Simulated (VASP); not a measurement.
# IrO2 (P4_2/mnm) in VASP: relaxation of the atoms with PBE

Aim: the relaxation of the atoms of IrO2 with PBE.

Everything below comes from runs of VASP 6.6.1. Logs are shortened: lines on timing, memory, paths and dates and some standing lists are left out, and cuts for length are marked.

**1. The cell of the first run**

Symmetry: P4_2/mnm, No. 136, tetragonal system. Conventional cell: a = 4.505 Å, b = 4.505 Å, c = 3.159 Å, α = 90.00°, β = 90.00°, γ = 90.00°. Within 2.6 Å of Ir (site symmetry mmm) lie 6 O at 1.96 to 2.00 Å. Within 2.6 Å of O (site symmetry m2m) lie 3 Ir at 1.96 to 2.00 Å and 1 O at 2.45 Å.

**2. Relaxation of the atoms, PBE, collinear spin**

Contents of INCAR:

```
SYSTEM = IrO2
PREC = Accurate
ENCUT = 520
EDIFF = 1E-7
ISMEAR = -1
SIGMA = 0.02
LREAL = .FALSE.
LASPH = .TRUE.
NELM = 200
ALGO = Normal
ISIF = 2
LWAVE = .FALSE.
LCHARG = .FALSE.
ISPIN = 2
MAGMOM = 1 1 0 0 0 0
LORBIT = 11
LMAXMIX = 4
GGA = PE
IBRION = 2
NSW = 80
EDIFFG = -0.02
GGA_COMPAT = .FALSE.
NELMIN = 4
KPAR = 4
```

Contents of KPOINTS:

```
regular mesh
0
G
  4 4 6
  0 0 0
```

Contents of POSCAR:

```
IrO2
1.0
    4.5051000000      0.0000000000      0.0000000000
    0.0000000000      4.5051000000      0.0000000000
    0.0000000000      0.0000000000      3.1586000000
Ir O
2 4
Direct
    0.0000000000      0.0000000000      0.0000000000
    0.5000000000      0.5000000000      0.5000000000
    0.3077000000      0.3077000000      0.0000000000
    0.1923000000      0.8077000000      0.5000000000
    0.6923000000      0.6923000000      0.0000000000
    0.8077000000      0.1923000000      0.5000000000
```

Potentials or basis: VASP PAW PBE potentials, release 64 (Ir, O).

Started as:

```sh
$ cat potpaw_PBE.64/Ir/POTCAR potpaw_PBE.64/O/POTCAR > POTCAR
$ mpirun -np 4 vasp_std > vasp.out
```

OUTCAR:

```text
SYSTEM = IrO2
   PREC = Accurate
   ENCUT = 520
   EDIFF = 1E-7
   ISMEAR = -1
   LREAL = .FALSE.
   LASPH = .TRUE.
   NELM = 200
   ISIF = 2
   ISPIN = 2
   LORBIT = 11
   GGA = PE
   IBRION = 2
   NSW = 80
   EDIFFG = -0.02
   NELMIN = 4

 ion  position               nearest neighbor table
   1  0.000  0.000  0.000-   3 1.96   5 1.96   4 2.00   6 2.00   4 2.00   6 2.00
   2  0.500  0.500  0.500-   4 1.96   6 1.96   5 2.00   3 2.00   3 2.00   5 2.00
   3  0.308  0.308  0.000-   1 1.96   2 2.00   2 2.00
   4  0.192  0.808  0.500-   2 1.96   1 2.00   1 2.00
   5  0.692  0.692  0.000-   1 1.96   2 2.00   2 2.00
   6  0.808  0.192  0.500-   2 1.96   1 2.00   1 2.00

  LATTYP: Found a simple tetragonal cell.
 ALAT       =     4.5051000000
 C/A-ratio  =     0.7011165124

  Lattice vectors:

 A1 = (   4.5051000000,   0.0000000000,   0.0000000000)
 A2 = (   0.0000000000,   4.5051000000,   0.0000000000)
 A3 = (   0.0000000000,   0.0000000000,   3.1586000000)

Analysis of symmetry for initial positions (statically):
=====================================================================
 Subroutine PRICEL returns:
 Original cell was already a primitive cell.

 Routine SETGRP: Setting up the symmetry group for a
 simple tetragonal supercell.

 Subroutine GETGRP returns: Found 16 space group operations
 (whereof  8 operations were pure point group operations)
 out of a pool of 16 trial point group operations.

The static configuration has the point symmetry D_2h.
 The point group associated with its full space group is D_4h.

Analysis of symmetry for dynamics (positions and initial velocities):
=====================================================================
 Subroutine PRICEL returns:
 Original cell was already a primitive cell.

 Routine SETGRP: Setting up the symmetry group for a
 simple tetragonal supercell.

 Subroutine GETGRP returns: Found 16 space group operations
 (whereof  8 operations were pure point group operations)
 out of a pool of 16 trial point group operations.

The dynamic configuration has the point symmetry D_2h.
 The point group associated with its full space group is D_4h.

Analysis of structural, dynamic, and magnetic symmetry:
=====================================================================
 Subroutine PRICEL returns:
 Original cell was already a primitive cell.

 Routine SETGRP: Setting up the symmetry group for a
 simple tetragonal supercell.

 Subroutine GETGRP returns: Found 16 space group operations
 (whereof  8 operations were pure point group operations)
 out of a pool of 16 trial point group operations.

The overall configuration has the point symmetry D_2h.
 The point group associated with its full space group is D_4h.

 Subroutine INISYM returns: Found 16 space group operations
 (whereof  8 operations are pure point group operations),
 and found     1 'primitive' translations

----------------------------------------------------------------------------------------

                                     Primitive cell

  volume of cell :      64.1067

  direct lattice vectors                    reciprocal lattice vectors
     4.505100000  0.000000000  0.000000000     0.221970655  0.000000000  0.000000000
     0.000000000  4.505100000  0.000000000     0.000000000  0.221970655  0.000000000
     0.000000000  0.000000000  3.158600000     0.000000000  0.000000000  0.316595960

  length of vectors
     4.505100000  4.505100000  3.158600000     0.221970655  0.221970655  0.316595960

  position of ions in fractional coordinates (direct lattice)
     0.000000000  0.000000000  0.000000000
     0.500000000  0.500000000  0.500000000
     0.307700000  0.307700000  0.000000000
     0.192300000  0.807700000  0.500000000
     0.692300000  0.692300000  0.000000000
     0.807700000  0.192300000  0.500000000

  ion indices of the primitive-cell ions
   primitive index   ion index
                 1           1
                 2           2
                 3           3
                 4           4
                 5           5
                 6           6

----------------------------------------------------------------------------------------

 KPOINTS: regular mesh

Automatic generation of k-mesh.
 Grid dimensions read from file:
 generate k-points for:    4    4    6

 Generating k-lattice:

  Cartesian coordinates                     Fractional coordinates (reciprocal lattice)
     0.055492664  0.000000000  0.000000000     0.250000000  0.000000000  0.000000000
     0.000000000  0.055492664  0.000000000     0.000000000  0.250000000  0.000000000
     0.000000000  0.000000000  0.052765993     0.000000000  0.000000000  0.166666667

  Length of vectors
     0.055492664  0.055492664  0.052765993

  Shift w.r.t. Gamma in fractional coordinates (k-lattice)
     0.000000000  0.000000000  0.000000000

 Subroutine IBZKPT returns following result:
 ===========================================

 Found     24 irreducible k-points:

 Following reciprocal coordinates:
            Coordinates               Weight
  0.000000  0.000000  0.000000      1.000000
  0.250000  0.000000  0.000000      4.000000
  0.500000  0.000000  0.000000      2.000000
  0.250000  0.250000  0.000000      4.000000
  0.500000  0.250000  0.000000      4.000000
  0.500000  0.500000  0.000000      1.000000
[... 16 lines left out ...]
  0.500000  0.250000  0.500000      4.000000
  0.500000  0.500000  0.500000      1.000000
   k-points           NKPTS =     24   k-points in BZ     NKDIM =     24   number of bands    NBANDS=     26
   number of dos      NEDOS =    301   number of ions     NIONS =      6
   total plane-waves  NPLWV =  31104
   dimension x,y,z NGX =    36 NGY =   36 NGZ =   24
   dimension x,y,z NGXF=    72 NGYF=   72 NGZF=   48
   ions per type =               2   4
   NGX,Y,Z   is equivalent  to a cutoff of  13.28, 13.28, 12.63 a.u.
   NGXF,Y,Z  is equivalent  to a cutoff of  26.57, 26.57, 25.26 a.u.
 SYSTEM =  IrO2
   PREC   = accura    normal or accurate (medium, high low for compatibility)
   ISTART =      0    job   : 0-new  1-cont  2-samecut
   ICHARG =      2    charge: 1-file 2-atom 10-const
   ISPIN  =      2    spin polarized calculation?
   LNONCOLLINEAR =      F non collinear calculations
   LSORBIT =      F    spin-orbit coupling
   LASPH  =      T    aspherical Exc in radial PAW
   ENCUT  =  520.0 eV  38.22 Ry    6.18 a.u.   8.38  8.38  5.87*2*pi/ulx,y,z
   NELM   =    200;   NELMIN=  4; NELMDL= -5     # of ELM steps
   EDIFF  = 0.1E-06   stopping-criterion for ELM
   LREAL  =      F    real-space projection
   EDIFFG = -.2E-01   stopping-criterion for IOM
   NSW    =     80    number of steps for IOM
   IBRION =      2    ionic relax: 0-MD 1-quasi-New 2-CG
   NFREE  =      1    steps in history (QN), initial steepest desc. (CG)
   ISIF   =      2    stress and relaxation
   ISYM   =      2    0-nonsym 1-usesym 2-fastsym
   POTIM  = 0.5000    time-step for ionic-motion
   TEBEG  =    0.0;   TEEND  =   0.0 temperature during run
   PSTRESS=    0.0 pullay stress
   NELECT =      42.0000    total number of electrons
   NUPDOWN=      -1.0000    fix difference up-down
   EMIN   =  10.00;   EMAX   =-10.00  energy-range for DOS
   EFERMI =   0.00;   METHOD = LEGACY
   ISMEAR =    -1;   SIGMA  =   0.02  broadening in eV -4-tet -1-fermi 0-gaus
   EFERMI_NEDOS =   21; number of points for ismear=-14 and -15
   IALGO  =     38    algorithm
   IMIX   =      4    mixing-type and parameters
     AMIX     =   0.40;   BMIX     =  1.00
     AMIX_MAG =   1.60;   BMIX_MAG =  1.00
  volume/ion in A,a.u.               =      10.68        72.10
  Fermi-wavevector in a.u.,A,eV,Ry     =   1.421860  2.686925 27.506696  2.021685
  Thomas-Fermi vector in A             =   2.542625
   LORBIT       =     11    0 simple, 1 ext, 2 COOP (PROOUT), +10 PAW based schemes
   GGA     = PE    functional components
   LHFCALC =     F    Hartree Fock is set to
   AEXX    =    0.0000 exact exchange contribution
   IVDW    =     0    specifies the selected vdW correction
   LEPSILON=     F    determine dielectric tensor
   LRPA    =     F    only Hartree local field effects (RPA)
 conjugate gradient relaxation of ions
 spin polarized calculation
  energy-cutoff  :      520.00
  volume of cell :       64.11
 maximum number of plane-waves:      1744
 NGX is ok and might be reduce to    36
   NGX = 17   NGY = 17   NGZ = 11

--------------------------------------- Ionic step        1  -------------------------------------------

 number of electron      41.9999996 magnetization       0.4788631

 number of electron      41.9999995 magnetization      -0.0003904

 Free energy of the ion-electron system (eV)
  ---------------------------------------------------
  ext. energy  EPLUGINS =         0.00000000
  ---------------------------------------------------
  free energy    TOTEN  =       -42.22069532 eV

  energy without entropy =      -42.21502970  energy(sigma->0) =      -42.21786251

------------------------ aborting loop because EDIFF is reached ----------------------------------------

  FORCE on cell =-STRESS in cart. coord.  units (eV):
  Direction    XX          YY          ZZ          XY          YZ          ZX
  --------------------------------------------------------------------------------------
  -------------------------------------------------------------------------------------
  Total        2.7111525      2.7111525      3.5730522     -0.0000000      0.0000000      0.0000000
  in kB       67.7580691     67.7580691     89.2989687     -0.0000000      0.0000000      0.0000000
  external PRESSURE =      74.9383690 kB  Pullay stress =       0.0000000 kB
[... 67 lines left out ...]
--------------------------------------- Ionic step        3  -------------------------------------------

 number of electron      41.9999997 magnetization      -0.0000002

 number of electron      41.9999997 magnetization       0.0000000

 Free energy of the ion-electron system (eV)
  ---------------------------------------------------
  ext. energy  EPLUGINS =         0.00000000
  ---------------------------------------------------
  free energy    TOTEN  =       -42.22158746 eV

  energy without entropy =      -42.21608483  energy(sigma->0) =      -42.21883615

 E-fermi :   6.1454     XC(G=0): -11.9973

 val. band max:        6.1022160574   @ k =   0.5000   0.2500   0.3333
 cond. band min:       6.1723028976   @ k =   0.5000   0.2500   0.0000
 fundamental gap:      0.0700868402
 Fermi energy:         6.1453804313

 spin component 1

 k-point     1 :       0.0000    0.0000    0.0000
  band No.  band energies     occupation
      1     -15.0421      1.00000
      2     -13.8433      1.00000
      3     -12.7762      1.00000
      4     -12.7762      1.00000
      5      -3.6522      1.00000
      6      -3.4151      1.00000
[... 685 lines left out ...]
     25       9.4021      0.00000
     26       9.4021      0.00000
 Fermi energy:         6.1453804313

 spin component 2

 k-point     1 :       0.0000    0.0000    0.0000
  band No.  band energies     occupation
      1     -15.0421      1.00000
      2     -13.8433      1.00000
      3     -12.7762      1.00000
      4     -12.7762      1.00000
      5      -3.6522      1.00000
      6      -3.4151      1.00000
[... 718 lines left out ...]
  FREE ENERGIE OF THE ION-ELECTRON SYSTEM (eV)
  ---------------------------------------------------
  free  energy   TOTEN  =       -42.2215874626 eV

  energy  without entropy=      -42.2160848343  energy(sigma->0) =      -42.21883615

 reached required accuracy - stopping structural energy minimisation

 total charge

# of ion       s       p       d       tot
------------------------------------------
    1        0.624   0.832   6.883   8.340
    2        0.624   0.832   6.883   8.340
    3        1.554   3.458   0.000   5.011
    4        1.554   3.458   0.000   5.011
    5        1.554   3.458   0.000   5.011
    6        1.554   3.458   0.000   5.011
--------------------------------------------------
tot          7.464  15.495  13.767  36.726

 magnetization (x)

# of ion       s       p       d       tot
------------------------------------------
    1       -0.000  -0.000  -0.000  -0.000
    2       -0.000  -0.000  -0.000  -0.000
    3       -0.000  -0.000   0.000  -0.000
    4       -0.000  -0.000   0.000  -0.000
    5       -0.000  -0.000   0.000  -0.000
    6       -0.000  -0.000   0.000  -0.000
--------------------------------------------------
tot         -0.000  -0.000  -0.000  -0.000
```

Wall time 34 s (4 MPI ranks of Intel Xeon Platinum 8488C (Sapphire Rapids), shared host); peak memory 0.24 GiB.

What came out:

- Free energy: -42.2216 eV
- Energy gained by relaxing: 0.1 meV/atom
- Ionic steps: 3
- Pressure after relaxing: 7.5 GPa
- Band gap on the k mesh: zero (filled and empty bands overlap)
- Net moment: 0.00 μB per cell
- Valence electrons inside the program's atomic spheres: Ir 8.34; O 5.01

Stress tensor (GPa, compression positive):
```
6.52 0.00 0.00
0.00 6.52 0.00
0.00 0.00 9.58
```

The path:
```tsv
step	energy change (eV)	largest force (eV/Å)	pressure (GPa)
1	0.0000	0.1231	7.49
2	-0.0005	0.0783	7.59
3	-0.0009	0.0001	7.54
```

Final structure:
```xyz
6
Lattice="4.5051 0.0000 0.0000 0.0000 4.5051 0.0000 0.0000 0.0000 3.1586" Properties=species:S:1:pos:R:3 pbc="T T T"
Ir    0.0000    0.0000    0.0000
Ir    2.2525    2.2525    1.5793
O     1.3888    1.3888    0.0000
O     0.8638    3.6413    1.5793
O     3.1163    3.1163    0.0000
O     3.6413    0.8638    1.5793
```

Caveat: spin-orbit coupling is left out, which moves the levels of the heavy elements.

The gap in the log of VASP goes by the Fermi energy; the results here count the filled bands.